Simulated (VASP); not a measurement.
# SnO (P6_3/mmc) in VASP: settings compared

The runs below take SnO through dielectric tensor, vibrations by perturbation theory, with PBE, PBEsol.

Everything below comes from runs of VASP 6.6.1. Logs are shortened: lines on timing, memory, paths and dates and some standing lists are left out, and cuts for length are marked.

### Step 1. The cell of the first run

Symmetry: P6_3/mmc, No. 194, hexagonal system. The conventional cell has a = 4.125 Å, b = 4.125 Å, c = 5.185 Å, α = 90.00°, β = 90.00°, γ = 120.00°. Within 3.1 Å of Sn (site symmetry -6m2) lie 5 O at 2.38 to 2.59 Å. O (site symmetry -6m2) has 5 Sn at 2.38 to 2.59 Å within 3.1 Å.

### Step 2. Dielectric tensor, PBE

File INCAR:

```
SYSTEM = SnO
  PREC = Accurate
  ENCUT = 520
  EDIFF = 1E-8
  ISMEAR = 0
  SIGMA = 0.01
  LREAL = .FALSE.
  LASPH = .TRUE.
  NELM = 80
  ALGO = Normal
  ISIF = 2
  LWAVE = .FALSE.
  LCHARG = .FALSE.
  GGA = PE
  LEPSILON = .TRUE.
```

File KPOINTS:

```
regular mesh
0
G
  6 6 4
  0 0 0
```

File POSCAR:

```
SnO
1.0
    4.1254992580      0.0000000000      0.0000000000
   -2.0627496290      3.5727871607      0.0000000000
    0.0000000000      0.0000000000      5.1854030836
Sn O
2 2
Direct
    0.3333333333      0.6666666667      0.2500000000
    0.6666666667      0.3333333333      0.7500000000
    0.6666666667      0.3333333333      0.2500000000
    0.3333333333      0.6666666667      0.7500000000
```

Potentials or basis: VASP PAW PBE potentials, release 64 (Sn_d, O).

The run is started by

```
> cat potpaw_PBE.64/Sn_d/POTCAR potpaw_PBE.64/O/POTCAR > POTCAR
> mpirun -np 1 vasp_std > vasp.out
```

OUTCAR:

```text
SYSTEM = SnO
   PREC = Accurate
   ENCUT = 520
   EDIFF = 1E-8
   ISMEAR = 0
   LREAL = .FALSE.
   LASPH = .TRUE.
   NELM = 80
   ISIF = 2
   GGA = PE
   LEPSILON = .TRUE.

 ion  position               nearest neighbor table
   1  0.333  0.667  0.250-   3 2.38   3 2.38   3 2.38   4 2.59   4 2.59   2 3.52   2 3.52   2 3.52
                             2 3.52   2 3.52   2 3.52
   2  0.667  0.333  0.750-   4 2.38   4 2.38   4 2.38   3 2.59   3 2.59   1 3.52   1 3.52   1 3.52
                             1 3.52   1 3.52   1 3.52
   3  0.667  0.333  0.250-   1 2.38   1 2.38   1 2.38   2 2.59   2 2.59
   4  0.333  0.667  0.750-   2 2.38   2 2.38   2 2.38   1 2.59   1 2.59

  LATTYP: Found a hexagonal cell.
 ALAT       =     4.1254992580
 C/A-ratio  =     1.2569152869

  Lattice vectors:

 A1 = (   4.1254992580,   0.0000000000,   0.0000000000)
 A2 = (  -2.0627496290,   3.5727871607,   0.0000000000)
 A3 = (   0.0000000000,   0.0000000000,   5.1854030836)

Analysis of symmetry for initial positions (statically):
=====================================================================
 Subroutine PRICEL returns:
 Original cell was already a primitive cell.

 Routine SETGRP: Setting up the symmetry group for a
 hexagonal supercell.

 Subroutine GETGRP returns: Found 24 space group operations
 (whereof 12 operations were pure point group operations)
 out of a pool of 24 trial point group operations.

The static configuration has the point symmetry D_3d.
 The point group associated with its full space group is D_6h.

Analysis of symmetry for dynamics (positions and initial velocities):
=====================================================================
 Subroutine PRICEL returns:
 Original cell was already a primitive cell.

 Routine SETGRP: Setting up the symmetry group for a
 hexagonal supercell.

 Subroutine GETGRP returns: Found 24 space group operations
 (whereof 12 operations were pure point group operations)
 out of a pool of 24 trial point group operations.

The dynamic configuration has the point symmetry D_3d.
 The point group associated with its full space group is D_6h.

 Subroutine INISYM returns: Found 24 space group operations
 (whereof 12 operations are pure point group operations),
[... 733 lines left out ...]
      2.06275      1.19093      3.88905         0.000000      0.000000      0.000000
      2.06275      1.19093      1.29635        -0.000000     -0.000000      0.000000
     -0.00000      2.38186      3.88905         0.000000      0.000000      0.000000
 -----------------------------------------------------------------------------------
    total drift:                                0.000000     -0.000000      0.000000

  FREE ENERGIE OF THE ION-ELECTRON SYSTEM (eV)
  ---------------------------------------------------
  free  energy   TOTEN  =       -20.9125072406 eV

  energy  without entropy=      -20.9125072406  energy(sigma->0) =      -20.91250724

 HEAD OF MICROSCOPIC STATIC DIELECTRIC TENSOR (INDEPENDENT PARTICLE, excluding Hartree and local field effects)
 ------------------------------------------------------
          37.636888     0.000000     0.000000
           0.000000    37.636888    -0.000000
          -0.000000     0.000000    74.080816
 ------------------------------------------------------

 Free energy of the ion-electron system (eV)
  ---------------------------------------------------
  ---------------------------------------------------
  free energy    TOTEN  =        -7.55880597 eV

  energy without entropy =       -7.55880597

------------------------ aborting loop because EDIFF is reached ----------------------------------------

--------------------------------------- Ionic step        2  -------------------------------------------

------------------------ aborting loop because EDIFF is reached ----------------------------------------

--------------------------------------- Ionic step        3  -------------------------------------------

 Free energy of the ion-electron system (eV)
  ---------------------------------------------------
  ---------------------------------------------------
  free energy    TOTEN  =       -15.30730117 eV

  energy without entropy =      -15.30730117

------------------------ aborting loop because EDIFF is reached ----------------------------------------

 PIEZOELECTRIC TENSOR FIELD DIRECTION 3  (e Angst)
 -----------------------------------------------------------------------------
    -0.00704  0.00000  0.00000           ( -0.00000  0.00000  0.00000)
     0.00000 -0.00704  0.00000           (  0.00000 -0.00000  0.00000)
     0.00000  0.00000  0.00161           (  0.00000  0.00000  0.00018)

 PIEZOELECTRIC TENSOR FIELD DIRECTION 3  (C/m^2)
 -----------------------------------------------------------------------------
    -0.00148  0.00000  0.00000
     0.00000 -0.00148  0.00000
     0.00000  0.00000  0.00034

 MACROSCOPIC STATIC DIELECTRIC TENSOR (including local field effects in DFT)
 ------------------------------------------------------
          35.863606     0.000000     0.000000
           0.000000    35.863606    -0.000000
          -0.000000     0.000000    71.248532
 ------------------------------------------------------

 PIEZOELECTRIC TENSOR (including local field effects)  for field in x, y, z        (e  Angst)
          XX          YY          ZZ          XY          YZ          ZX
  --------------------------------------------------------------------------------
  x     0.00000     0.00000     0.00000     0.00000     0.00000     0.00000
  y     0.00000     0.00000     0.00000     0.00000     0.00000     0.00000
  z     0.00000     0.00000     0.00000     0.00000     0.00000     0.00000

 PIEZOELECTRIC TENSOR (including local field effects)  for field in x, y, z        (C/m^2)
          XX          YY          ZZ          XY          YZ          ZX
  --------------------------------------------------------------------------------
  x     0.00000     0.00000     0.00000     0.00000     0.00000     0.00000
  y     0.00000     0.00000     0.00000     0.00000     0.00000     0.00000
  z     0.00000     0.00000     0.00000     0.00000     0.00000     0.00000

 BORN EFFECTIVE CHARGES (including local field effects) (in |e|, cummulative output)
 ---------------------------------------------------------------------------------
 ion    1
    1     2.04252     0.00000     0.00000
    2     0.00000     2.04252     0.00000
    3     0.00000    -0.00000     3.09975
 ion    2
    1     2.04252     0.00000     0.00000
    2     0.00000     2.04252     0.00000
    3     0.00000    -0.00000     3.09975
 ion    3
    1    -2.04252     0.00000     0.00000
    2     0.00000    -2.04252     0.00000
    3    -0.00000     0.00000    -3.09975
 ion    4
    1    -2.04252     0.00000     0.00000
    2     0.00000    -2.04252     0.00000
    3     0.00000     0.00000    -3.09975
```

OSZICAR:

```text
N       E                     dE             d eps       ncg     rms          rms(c)
[... 13 lines left out ...]
RMM:   8    -0.153059694904E+02   -0.26922E-02    0.25341E-04  1671   0.581E-02    0.101E-02
RMM:   9    -0.153064716722E+02   -0.50218E-03   -0.30747E-04  1870   0.213E-02    0.464E-03
RMM:  10    -0.153073506561E+02   -0.87898E-03   -0.86414E-06  1673   0.928E-03    0.220E-03
RMM:  11    -0.153073210854E+02    0.29571E-04    0.82885E-06  1902   0.389E-03    0.451E-04
RMM:  12    -0.153073110523E+02    0.10033E-04    0.75399E-07  1700   0.147E-03    0.125E-04
RMM:  13    -0.153073004672E+02    0.10585E-04    0.19205E-05  1928   0.595E-04    0.574E-05
RMM:  14    -0.153073023719E+02   -0.19048E-05    0.24256E-06  1611   0.277E-04    0.290E-05
RMM:  15    -0.153073011684E+02    0.12036E-05    0.35999E-06   876   0.209E-04    0.845E-06
```

stdout:

```text
POSCAR found type information on POSCAR SnO
 POSCAR found :  2 types and       4 ions
 scaLAPACK will be used
 LDA part: xc-table for (Slater+PW92), standard interpolation
 POSCAR, INCAR and KPOINTS ok, starting setup
 FFT: planning ... GRIDC
 FFT: planning ... GRID_SOFT
 FFT: planning ... GRID
 WAVECAR not read
[... 38 lines left out ...]
 Linear response to external field (no local field effect), progress :
  Direction:   3
 dielectric tensor                  component  3 :     0.046    -0.688    74.081
 Linear response to external field, progress :
  Direction:   1
 dielectric tensor                  component  1 :    35.864     0.406     0.376
 Linear response to external field, progress :
  Direction:   2
 dielectric tensor                  component  2 :     0.448    35.863    -0.104
 Linear response to external field, progress :
  Direction:   3
 dielectric tensor                  component  3 :     0.029    -0.559    71.249
 Born effective charges drift removed
```

Wall time 3.5 min (1 thread of Intel Xeon 6975P-C (Granite Rapids), shared host); peak memory 0.34 GiB.

Results:

```yaml
Band_gap_on_the_k_mesh: 0.41 eV, direct
Electronic_dielectric_tensor_diagonal: 35.86, 35.86, 71.25
Born_charges_mean_of_the_diagonal: Sn +2.39; O -2.39 e
```

Electronic dielectric tensor:
```
35.86  0.00  0.00
 0.00 35.86  0.00
 0.00  0.00 71.25
```

Born effective charge tensors (e):
atom 1, Sn
```
2.04 0.00 0.00
0.00 2.04 0.00
0.00 0.00 3.10
```
atom 2, Sn
```
2.04 0.00 0.00
0.00 2.04 0.00
0.00 0.00 3.10
```
atom 3, O
```
-2.04  0.00  0.00
 0.00 -2.04  0.00
 0.00  0.00 -3.10
```
atom 4, O
```
-2.04  0.00  0.00
 0.00 -2.04  0.00
 0.00  0.00 -3.10
```

Caveat: the gap is small at this level, which inflates the dielectric constant; spin-orbit coupling is left out, which moves the levels of the heavy elements.

### Step 3. Vibrations by perturbation theory, PBEsol

This run uses another cell than the first one, of 18.78 Å³/atom, 0.983 times its volume.

File INCAR:

```
SYSTEM = SnO
  PREC = Accurate
  ENCUT = 520
  EDIFF = 1E-8
  ISMEAR = 0
  SIGMA = 0.01
  LREAL = .False.
  LASPH = .True.
  NELM = 60
  ALGO = Normal
  ISIF = 2
  LWAVE = .False.
  LCHARG = .False.
  GGA = PS
  IBRION = 8
  NSW = 1
  LEPSILON = .True.
```

File KPOINTS:

```
Automatic mesh
0
Gamma
  6 6 4
  0 0 0
```

File POSCAR:

```
SnO
1.0
    4.1148858068      0.0000000000      0.0000000000
   -2.0574429034      3.5635956424      0.0000000000
    0.0000000000      0.0000000000      5.1238985989
Sn O
2 2
Direct
    0.3333333333      0.6666666667      0.2500000000
    0.6666666667      0.3333333333      0.7500000000
    0.6666666667      0.3333333333      0.2500000000
    0.3333333333      0.6666666667      0.7500000000
```

Potentials or basis: VASP PAW PBE potentials, release 64 (Sn_d, O).

The run is started by

```
> cat potpaw_PBE.64/Sn_d/POTCAR potpaw_PBE.64/O/POTCAR > POTCAR
> mpirun -np 1 vasp_std > vasp.out
```

OUTCAR:

```text
SYSTEM = SnO
   PREC = Accurate
   ENCUT = 520
   EDIFF = 1E-8
   ISMEAR = 0
   LREAL = .False.
   LASPH = .True.
   NELM = 60
   ISIF = 2
   GGA = PS
   IBRION = 8
   NSW = 1
   LEPSILON = .True.

 ion  position               nearest neighbor table
   1  0.333  0.667  0.250-   3 2.38   3 2.38   3 2.38   4 2.56   4 2.56   2 3.49   2 3.49   2 3.49
                             2 3.49   2 3.49   2 3.49
   2  0.667  0.333  0.750-   4 2.38   4 2.38   4 2.38   3 2.56   3 2.56   1 3.49   1 3.49   1 3.49
[... 997 lines left out ...]
     -0.000000  2.375730  1.280975    -0.000000   -0.000000   -0.103126
      2.057443  1.187865  3.842924    -0.000000   -0.000000    0.103126
      2.057443  1.187865  1.280975     0.000000    0.000000   -0.699546
     -0.000000  2.375730  3.842924    -0.000000   -0.000000    0.699546

--------------------------------------------------------------------------------------------------------

 MACROSCOPIC STATIC DIELECTRIC TENSOR IONIC CONTRIBUTION
 ------------------------------------------------------
           6.075803     0.000000     0.000000
           0.000000     6.075803    -0.000000
           0.000000    -0.000000     0.000000
 ------------------------------------------------------

 ELASTIC MODULI CONTR FROM IONIC RELAXATION (kBar)
 Direction    XX          YY          ZZ          XY          YZ          ZX
 --------------------------------------------------------------------------------
 XX        -728.4081    728.4081      0.0000      0.0000      0.0000      0.0000
 YY         728.4081   -728.4081     -0.0000     -0.0000     -0.0000     -0.0000
 ZZ           0.0000     -0.0000     -0.0000     -0.0000      0.0000     -0.0000
 XY           0.0000     -0.0000     -0.0000   -728.4081     -0.0000     -0.0000
 YZ           0.0000     -0.0000      0.0000     -0.0000     -0.0000      0.0000
 ZX           0.0000     -0.0000     -0.0000     -0.0000      0.0000     -0.0000
 --------------------------------------------------------------------------------

 PIEZOELECTRIC TENSOR IONIC CONTR  for field in x, y, z        (C/m^2)
          XX          YY          ZZ          XY          YZ          ZX
  --------------------------------------------------------------------------------
  x    -0.00000     0.00000     0.00000     0.00000    -0.00000    -0.00000
  y     0.00000    -0.00000    -0.00000    -0.00000    -0.00000    -0.00000
  z    -0.00000     0.00000     0.00000    -0.00000     0.00000    -0.00000
```

It took 7.6 min on 1 thread of Intel Xeon 6975P-C (Granite Rapids), shared host; peak memory 0.44 GiB.

What came out:

| Quantity | Value |
| --- | --- |
| Electronic dielectric tensor (diagonal) | 65.32, 65.32, 145.25 |
| Born charges (mean of the diagonal) | Sn +1.97; O -1.97 e |
| Highest phonon frequency at Γ, LO-TO splitting left out | 198 cm⁻¹ |
| Most unstable mode | 334i cm⁻¹ |

Phonon frequencies in cm⁻¹ (negative: imaginary):
| q point | frequencies |
| --- | --- |
| (0.000, 0.000, 0.000) | -334 -184 0 0 0 50 50 131 148 148 198 198 |

Electronic dielectric tensor:
```
 65.32   0.00   0.00
  0.00  65.32   0.00
  0.00   0.00 145.25
```

Born effective charge tensors (e):
atom 1, Sn
```
1.60 0.00 0.00
0.00 1.60 0.00
0.00 0.00 2.70
```
atom 2, Sn
```
1.60 0.00 0.00
0.00 1.60 0.00
0.00 0.00 2.70
```
atom 3, O
```
-1.60  0.00  0.00
 0.00 -1.60  0.00
 0.00  0.00 -2.70
```
atom 4, O
```
-1.60  0.00  0.00
 0.00 -1.60  0.00
 0.00  0.00 -2.70
```

Caveat: some modes are imaginary; the PAW data sets were made with another functional, which shifts forces and pressure a little; spin-orbit coupling is left out, which moves the levels of the heavy elements.
